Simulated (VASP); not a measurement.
# SiC in VASP: relaxation of the atoms with r2SCAN

Aim: the relaxation of the atoms of SiC with r2SCAN.

Everything below comes from runs of VASP 6.6.1. Logs are shortened: lines on timing, memory, paths and dates and some standing lists are left out, and cuts for length are marked.

**1. The cell of the first run**

The cell holds a slab with vacuum, 8 atoms: a = 3.075 Å, b = 5.048 Å, c = 19.551 Å, α = 90.00°, β = 90.00°, γ = 90.00°.

**2. Relaxation of the atoms, r2SCAN**

Contents of POSCAR:

```
SiC
1.0
    3.0753709259      0.0000000000      0.0000000000
    0.0000000000      5.0482949067      0.0000000000
    0.0000000000      0.0000000000     19.5511000000
Si C
4 4
Direct
    0.0000000000      0.5621008580      0.4091833076
    0.5000000000      0.0621008580      0.4545916541
    0.5000000000      0.5621008580      0.5454083459
    0.0000000000      0.0621008580      0.5908166924
    0.0000000000      0.9378991420      0.4091833076
    0.5000000000      0.4378991420      0.4545916541
    0.5000000000      0.9378991420      0.5454083459
    0.0000000000      0.4378991420      0.5908166924
```

Contents of INCAR.step1:

```
SYSTEM = SiC
PREC = Accurate
ENCUT = 520
ISMEAR = -1
SIGMA = 0.02
LREAL = .False.
LASPH = .True.
NELM = 80
LDIPOL = .True.
IDIPOL = 3
DIPOL = 0.5 0.5 0.500
GGA = PE
ALGO = Normal
EDIFF = 1E-4
LWAVE = .True.
LCHARG = .False.
LUSENCCL = .False.
```

Contents of INCAR.step2:

```
SYSTEM = SiC
PREC = Accurate
ENCUT = 520
EDIFF = 1E-6
ISMEAR = -1
SIGMA = 0.02
LREAL = .False.
LASPH = .True.
NELM = 80
ALGO = Normal
ISIF = 2
LWAVE = .False.
LCHARG = .False.
LDIPOL = .True.
IDIPOL = 3
DIPOL = 0.5 0.5 0.500
METAGGA = R2SCAN
LMIXTAU = .True.
IBRION = 2
NSW = 60
EDIFFG = -0.01
ISTART = 1
LUSENCCL = .False.
```

Contents of KPOINTS:

```
regular mesh
0
Gamma
  8 5 1
  0 0 0
```

Potentials or basis: VASP PAW PBE potentials, release 64 (Si, C).

Command:

```bash
> cat potpaw_PBE.64/Si/POTCAR potpaw_PBE.64/C/POTCAR > POTCAR
> cp INCAR.step1 INCAR
> mpirun -np 1 vasp_std > vasp.out
> cp INCAR.step2 INCAR
> mpirun -np 1 vasp_std > vasp.out
```

OUTCAR:

```text
SYSTEM = SiC
   PREC = Accurate
   ENCUT = 520
   EDIFF = 1E-6
   ISMEAR = -1
   LREAL = .False.
   LASPH = .True.
   NELM = 80
   ISIF = 2
   METAGGA = R2SCAN
   IBRION = 2
   NSW = 60
   EDIFFG = -0.01
   ISTART = 1

 ion  position               nearest neighbor table
   1  0.000  0.562  0.409-   6 1.88   6 1.88   5 1.90   3 3.08   3 3.08   2 3.09   2 3.09   2 3.09
                             2 3.09
   2  0.500  0.062  0.455-   7 1.88   5 1.88   5 1.88   6 1.90   4 3.08   4 3.08   3 3.09   3 3.09
                             1 3.09   1 3.09   1 3.09   1 3.09
   3  0.500  0.562  0.545-   6 1.88   8 1.88   8 1.88   7 1.90   1 3.08   1 3.08   2 3.09   2 3.09
                             4 3.09   4 3.09   4 3.09   4 3.09
   4  0.000  0.062  0.591-   7 1.88   7 1.88   8 1.90   2 3.08   2 3.08   3 3.09   3 3.09   3 3.09
                             3 3.09
   5  0.000  0.938  0.409-   2 1.88   2 1.88   1 1.90
   6  0.500  0.438  0.455-   3 1.88   1 1.88   1 1.88   2 1.90
   7  0.500  0.938  0.545-   2 1.88   4 1.88   4 1.88   3 1.90
   8  0.000  0.438  0.591-   3 1.88   3 1.88   4 1.90

  LATTYP: Found a simple orthorhombic cell.
 ALAT       =     3.0753709259
 B/A-ratio  =     1.6415239099
 C/A-ratio  =     6.3573144414

  Lattice vectors:

 A1 = (   3.0753709259,   0.0000000000,   0.0000000000)
 A2 = (   0.0000000000,   5.0482949067,   0.0000000000)
 A3 = (   0.0000000000,   0.0000000000,  19.5511000000)

Analysis of symmetry for initial positions (statically):
=====================================================================
 Subroutine PRICEL returns:
 Original cell was already a primitive cell.

 Routine SETGRP: Setting up the symmetry group for a
 simple orthorhombic supercell.

 Subroutine GETGRP returns: Found  4 space group operations
 (whereof  2 operations were pure point group operations)
 out of a pool of  8 trial point group operations.

The static configuration has the point symmetry C_1h.
 The point group associated with its full space group is C_2v.

Analysis of symmetry for dynamics (positions and initial velocities):
=====================================================================
 Subroutine PRICEL returns:
 Original cell was already a primitive cell.

 Routine SETGRP: Setting up the symmetry group for a
 simple orthorhombic supercell.

 Subroutine GETGRP returns: Found  4 space group operations
 (whereof  2 operations were pure point group operations)
 out of a pool of  8 trial point group operations.

The dynamic configuration has the point symmetry C_1h.
 The point group associated with its full space group is C_2v.
[... 147 lines left out ...]
  ---------------------------------------------------
  free energy    TOTEN  =       -70.84737216 eV

  energy without entropy =      -70.84735329  energy(sigma->0) =      -70.84736273

------------------------ aborting loop because EDIFF is reached ----------------------------------------

  FORCE on cell =-STRESS in cart. coord.  units (eV):
  Direction    XX          YY          ZZ          XY          YZ          ZX
  --------------------------------------------------------------------------------------
  -------------------------------------------------------------------------------------
  Total        0.6833054     -8.3774632     -5.2788023      0.0000000      0.0000000      0.0000000
  in kB        3.6067166    -44.2190789    -27.8633008      0.0000000      0.0000000      0.0000000
  external PRESSURE =     -22.8252210 kB  Pullay stress =       0.0000000 kB
[... 107 lines left out ...]
  FREE ENERGIE OF THE ION-ELECTRON SYSTEM (eV)
  ---------------------------------------------------
  free  energy   TOTEN  =       -72.1890304128 eV

  energy  without entropy=      -72.1890304128  energy(sigma->0) =      -72.18903041

 vacuum level on the upper side and lower side of the slab       (xc-potential included)         0.009         0.009

[... ionic steps 4 to 17 ...]

--------------------------------------- Ionic step       18  -------------------------------------------

 number of electron      31.9999999 magnetization

------------------------ aborting loop because EDIFF is reached ----------------------------------------
[... 31 lines left out ...]
  FREE ENERGIE OF THE ION-ELECTRON SYSTEM (eV)
  ---------------------------------------------------
  free  energy   TOTEN  =       -72.5478607055 eV

  energy  without entropy=      -72.5478607055  energy(sigma->0) =      -72.54786071

 dipolmoment           0.000000      0.000000     -0.000000 electrons x Angstroem

--------------------------------------- Ionic step       19  -------------------------------------------

 number of electron      31.9999999 magnetization

------------------------ aborting loop because EDIFF is reached ----------------------------------------
[... 37 lines left out ...]
--------------------------------------- Ionic step       20  -------------------------------------------

 number of electron      31.9999999 magnetization

 dipolmoment           0.000000      0.000000      0.000000 electrons x Angstroem

 Free energy of the ion-electron system (eV)
  ---------------------------------------------------
  ext. energy  EPLUGINS =         0.00000000
  ---------------------------------------------------
  free energy    TOTEN  =       -72.54789797 eV

  energy without entropy =      -72.54789797  energy(sigma->0) =      -72.54789797

 E-fermi :  -1.1098     XC(G=0):  -3.9238

 val. band max:       -1.5946920123   @ k =   0.1250   0.0000   0.0000
 cond. band min:      -0.0661125943   @ k =   0.5000   0.2000   0.0000
 fundamental gap:      1.5285794180
 Fermi energy:        -1.1097744304

 k-point     1 :       0.0000    0.0000    0.0000
  band No.  band energies     occupation
      1     -17.8314      2.00000
      2     -16.0204      2.00000
      3     -14.1875      2.00000
      4     -12.9027      2.00000
      5     -10.6874      2.00000
      6      -9.4103      2.00000
[... 349 lines left out ...]
     20       3.3837      0.00000
     21       3.4759      0.00000

------------------------ aborting loop because EDIFF is reached ----------------------------------------

 vacuum level on the upper side and lower side of the slab       (xc-potential included)        -0.015        -0.015

  FORCE on cell =-STRESS in cart. coord.  units (eV):
  Direction    XX          YY          ZZ          XY          YZ          ZX
  --------------------------------------------------------------------------------------
  -------------------------------------------------------------------------------------
  Total        4.4653337      4.6683440     -0.0220300      0.0000000      0.0000000      0.0000000
  in kB       23.5695386     24.6410957     -0.1162818      0.0000000      0.0000000      0.0000000
  external PRESSURE =      16.0314508 kB  Pullay stress =       0.0000000 kB
[... 23 lines left out ...]
  FREE ENERGIE OF THE ION-ELECTRON SYSTEM (eV)
  ---------------------------------------------------
  free  energy   TOTEN  =       -72.5478979738 eV

  energy  without entropy=      -72.5478979738  energy(sigma->0) =      -72.54789797

 reached required accuracy - stopping structural energy minimisation

 vacuum level on the upper side and lower side of the slab         3.748         3.748
```

OUTCAR.step1:

```text
SYSTEM = SiC
   PREC = Accurate
   ENCUT = 520
   ISMEAR = -1
   LREAL = .False.
   LASPH = .True.
   NELM = 80
[... 606 lines left out ...]
      1.53769      4.73479     10.66333         0.000000     -0.616716      1.510155
      0.00000      2.21064     11.55112         0.000000     -1.358826     -1.150602
 -----------------------------------------------------------------------------------
    total drift:                                0.000000     -0.000244     -0.000000

  FREE ENERGIE OF THE ION-ELECTRON SYSTEM (eV)
  ---------------------------------------------------
  free  energy   TOTEN  =       -54.4179720923 eV

  energy  without entropy=      -54.4176961989  energy(sigma->0) =      -54.41783415

 vacuum level on the upper side and lower side of the slab         3.000         3.000
```

OSZICAR.step1:

```text
N       E                     dE             d eps       ncg     rms          rms(c)
DAV:   1     0.220756206872E+03    0.22076E+03   -0.11655E+04   630   0.115E+03
DAV:   2    -0.281366704307E+02   -0.24889E+03   -0.24087E+03   964   0.233E+02
DAV:   3    -0.618302488929E+02   -0.33694E+02   -0.33113E+02   788   0.908E+01
DAV:   4    -0.636949903241E+02   -0.18647E+01   -0.18620E+01   839   0.247E+01
DAV:   5    -0.637654020322E+02   -0.70412E-01   -0.70400E-01   869   0.442E+00    0.175E+01
DAV:   6    -0.548415595772E+02    0.89238E+01   -0.30511E+01   720   0.262E+01    0.767E+00
DAV:   7    -0.545698872989E+02    0.27167E+00   -0.18980E+00   818   0.853E+00    0.376E+00
DAV:   8    -0.544476265342E+02    0.12226E+00   -0.38701E-01   807   0.390E+00    0.150E+00
DAV:   9    -0.544218595050E+02    0.25767E-01   -0.75467E-02   796   0.156E+00    0.378E-01
DAV:  10    -0.544178369919E+02    0.40225E-02   -0.88299E-03   908   0.569E-01    0.206E-01
DAV:  11    -0.544161047586E+02    0.17322E-02   -0.31405E-03   884   0.304E-01    0.103E-01
DAV:  12    -0.544156959629E+02    0.40880E-03   -0.16226E-03   823   0.176E-01    0.482E-02
DAV:  13    -0.544164048125E+02   -0.70885E-03   -0.98546E-04   729   0.130E-01    0.358E-02
DAV:  14    -0.544171643494E+02   -0.75954E-03   -0.29165E-04   599   0.895E-02    0.181E-02
DAV:  15    -0.544176082398E+02   -0.44389E-03   -0.81871E-05   538   0.549E-02    0.917E-03
DAV:  16    -0.544177923722E+02   -0.18413E-03   -0.39845E-05   529   0.317E-02    0.495E-03
DAV:  17    -0.544179240763E+02   -0.13170E-03   -0.17348E-05   500   0.189E-02    0.323E-03
DAV:  18    -0.544179720923E+02   -0.48016E-04   -0.20498E-05   544   0.145E-02
   1 F= -.54417972E+02 E0= -.54417834E+02  d E =-.275893E-03
```

Run time: 11 min. Hardware: 1 × NVIDIA H100 80GB with 1 thread of Intel Xeon Platinum 8481C at 2.70GHz (Sapphire Rapids), shared host; peak memory 1.4 GiB.

Results:

```
Free energy                  : -72.5479 eV
Energy gained by relaxing    : 212.6 meV/atom
Ionic steps                  : 20
Largest force after relaxing : 0.010 eV/Å
Band gap on the k mesh       : 1.53 eV (least direct gap 2.33 eV)
```

Forces on the atoms (eV/Å):
```
Si   0.000 -0.009  0.002
Si   0.000 -0.002 -0.007
Si   0.000 -0.002  0.007
Si   0.000 -0.009 -0.002
C    0.000  0.008  0.004
C    0.000  0.003 -0.003
C    0.000  0.003  0.003
C    0.000  0.008 -0.004
```

Step by step:
```
step  energy change (eV)  largest force (eV/Å)  pressure (GPa)
   1              0.0000                3.3676           -2.28
   2             -1.3413                2.3594            0.31
   3             -1.3417                2.2978            0.25
   4             -1.5901                1.2611            1.26
   5             -1.6070                0.9495            1.01
   6             -1.6680                0.4735            1.82
   7             -1.6739                0.3683            1.63
   8             -1.6869                0.2673            1.74
   9             -1.6897                0.2966            1.83
  10             -1.6977                0.1002            1.79
  11             -1.6983                0.1084            1.78
  12             -1.6996                0.0809            1.74
  13             -1.6997                0.1058            1.73
  14             -1.7003                0.0499            1.64
  15             -1.7003                0.0438            1.65
  16             -1.7004                0.0278            1.62
  17             -1.7004                0.0273            1.62
  18             -1.7005                0.0161            1.61
  19             -1.7005                0.0107            1.60
  20             -1.7005                0.0096            1.60
```

Final structure:
```yaml
crystal:
  lattice:
    - [3.07537, 0.00000, 0.00000]
    - [0.00000, 5.04829, 0.00000]
    - [0.00000, 0.00000, 19.55110]
  atoms:
    - { symbol: Si, position: [0.00000, 0.58564, 0.42362] }
    - { symbol: Si, position: [0.50000, 0.05920, 0.44704] }
    - { symbol: Si, position: [0.50000, 0.55920, 0.55296] }
    - { symbol: Si, position: [0.00000, 0.08564, 0.57638] }
    - { symbol: C, position: [0.00000, 0.92677, 0.41356] }
    - { symbol: C, position: [0.50000, 0.42840, 0.45115] }
    - { symbol: C, position: [0.50000, 0.92840, 0.54885] }
    - { symbol: C, position: [0.00000, 0.42677, 0.58644] }
```

Caveat: the PAW data sets were made with another functional, which shifts forces and pressure a little.
